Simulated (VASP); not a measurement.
# SrC2 (I4/mmm) in VASP: further runs, part 2 of 2

VASP 6.6.1.

### Step 3. Relaxation of cell and atoms, LDA

This run uses another cell than the first one, of 19.28 Å³/atom.

Input file INCAR:

```
SYSTEM = SrC2
ALGO = Normal
EDIFF = 1E-6
EDIFFG = -0.005
ENCUT = 600
GGA = CA
IBRION = 2
ISIF = 3
ISMEAR = 0
LASPH = .TRUE.
LCHARG = .FALSE.
LREAL = .FALSE.
LWAVE = .FALSE.
NELM = 100
NSW = 70
PREC = Accurate
SIGMA = 0.02
```

Input file KPOINTS:

```
k-points
0
G
  10 10 10
  0 0 0
```

Input file POSCAR:

```
SrC2
1.0
   -2.0615897863      2.0615897863      3.4028562407
    2.0615897863     -2.0615897863      3.4028562407
    2.0615897863      2.0615897863     -3.4028562407
Sr C
1 2
Direct
    0.0000000000      0.0000000000      0.0000000000
    0.4073486933      0.4073486933      0.0000000000
    0.5926513067      0.5926513067      0.0000000000
```

Potentials or basis: VASP PAW LDA potentials, release 64 (Sr_sv, C).

Started as:

```
> cat potpaw_LDA.64/Sr_sv/POTCAR potpaw_LDA.64/C/POTCAR > POTCAR
> mpirun -np 1 vasp_std > vasp.out
```

OUTCAR:

```text
SYSTEM = SrC2
   EDIFF = 1E-6
   EDIFFG = -0.005
   ENCUT = 600
   GGA = CA
   IBRION = 2
   ISIF = 3
   ISMEAR = 0
   LASPH = .TRUE.
   LREAL = .FALSE.
   NELM = 100
   NSW = 70
   PREC = Accurate

 ion  position               nearest neighbor table
   1  0.000  0.000  0.000-   2 2.77   3 2.77   3 2.98   2 2.98   3 2.98   3 2.98   3 2.98   2 2.98
                             2 2.98   2 2.98
   2  0.407  0.407  0.000-   3 1.26   1 2.77   1 2.98   1 2.98   1 2.98   1 2.98
   3  0.593  0.593  0.000-   2 1.26   1 2.77   1 2.98   1 2.98   1 2.98   1 2.98

  LATTYP: Found a body centered tetragonal cell.
 ALAT       =     4.1231795726
 C/A-ratio  =     1.6505981274

  Lattice vectors:

 A1 = (  -2.0615897863,   2.0615897863,   3.4028562407)
 A2 = (   2.0615897863,  -2.0615897863,   3.4028562407)
 A3 = (   2.0615897863,   2.0615897863,  -3.4028562407)

Analysis of symmetry for initial positions (statically):
[... 683 lines left out ...]

------------------------ aborting loop because EDIFF is reached ----------------------------------------
[... 69 lines left out ...]
--------------------------------------- Ionic step       28  -------------------------------------------

 number of electron      18.0000000 magnetization

 Free energy of the ion-electron system (eV)
  ---------------------------------------------------
  ext. energy  EPLUGINS =         0.00000000
  ---------------------------------------------------
  free energy    TOTEN  =       -21.78403553 eV

  energy without entropy =      -21.78403553  energy(sigma->0) =      -21.78403553

 E-fermi :   1.0281     XC(G=0):  -9.6536

 val. band max:        0.8634905146   @ k =  -0.4000  -0.4000   0.4000
 cond. band min:       2.1213093626   @ k =   0.5000   0.5000  -0.0000
 fundamental gap:      1.2578188480
 Fermi energy:         1.0281339977

 k-point     1 :       0.0000    0.0000    0.0000
  band No.  band energies     occupation
      1     -31.9271      2.00000
      2     -14.0255      2.00000
      3     -14.0255      2.00000
      4     -13.9181      2.00000
      5     -11.5814      2.00000
      6      -1.5198      2.00000
      7      -1.3127      2.00000
      8      -0.0454      2.00000
      9      -0.0454      2.00000
     10       4.1670      0.00000
     11       4.1670      0.00000
     12       5.2460      0.00000
     13       6.3820      0.00000
[... 398 lines left out ...]
  FREE ENERGIE OF THE ION-ELECTRON SYSTEM (eV)
  ---------------------------------------------------
  free  energy   TOTEN  =       -21.7840355298 eV

  energy  without entropy=      -21.7840355298  energy(sigma->0) =      -21.78403553

 reached required accuracy - stopping structural energy minimisation
```

Run time: 18 min. Hardware: 1 thread of Intel Xeon Platinum 8259CL at 2.50GHz (Skylake/Cascade Lake), shared host; peak memory 0.24 GiB.

Results:

```
Free energy                           : -21.7840 eV
Relaxed volume                        : 17.80 Å³/atom
Relaxed cell                          : a = 4.378 Å, b = 4.378 Å, c = 4.378 Å, α = 125.71°, β = 125.71°, γ = 80.37°
Space group after relaxing (to 0.1 Å) : I4/mmm (No. 139)
Energy gained by relaxing             : 19.4 meV/atom
Ionic steps                           : 28
Pressure after relaxing               : 0.0 GPa
Band gap on the k mesh                : 1.26 eV (least direct gap 2.15 eV)
```

The path:
```
step  energy change (eV)  largest force (eV/Å)  pressure (GPa)  volume (Å³)
   1              0.0000                0.3741           -4.25        57.85
   2              0.1366                6.1865            6.66        53.67
   3             -0.0182                1.0292           -1.89        56.73
   4             -0.0533                0.1702           -0.73        54.46
   5             -0.0565                0.1518           -0.18        53.60
   6             -0.0571                0.1272            0.35        53.36
   7             -0.0572                0.1146            0.33        53.37
   8             -0.0577                0.0403            0.31        53.29
   9             -0.0579                0.0335            0.27        53.20
  10             -0.0580                0.0559            0.23        53.18
  11             -0.0580                0.0662            0.23        53.17
  12             -0.0580                0.0616            0.24        53.17
  13             -0.0581                0.0209            0.25        53.19
  14             -0.0581                0.0732            0.26        53.24
  15             -0.0582                0.0412            0.20        53.27
  16             -0.0582                0.0082            0.08        53.32
  17             -0.0582                0.0020            0.05        53.32
  18             -0.0582                0.0196            0.11        53.29
  19             -0.0582                0.0119            0.12        53.30
  20             -0.0582                0.0049            0.10        53.31
  21             -0.0582                0.0035            0.09        53.32
  22             -0.0582                0.0012            0.07        53.33
  23             -0.0583                0.0106            0.03        53.37
  24             -0.0582                0.0276           -0.08        53.45
  25             -0.0583                0.0161           -0.03        53.41
  26             -0.0583                0.0143           -0.01        53.39
  27             -0.0583                0.0260            0.04        53.40
  28             -0.0583                0.0002            0.01        53.40
```

Final structure:
```
Sr C
1.0
    -1.99773    1.99773    3.34480
     1.99773   -1.99773    3.34480
     1.99773    1.99773   -3.34480
Sr C
1 2
Direct
  0.00000 0.00000 0.00000
  0.40636 0.40636 0.00000
  0.59364 0.59364 0.00000
```
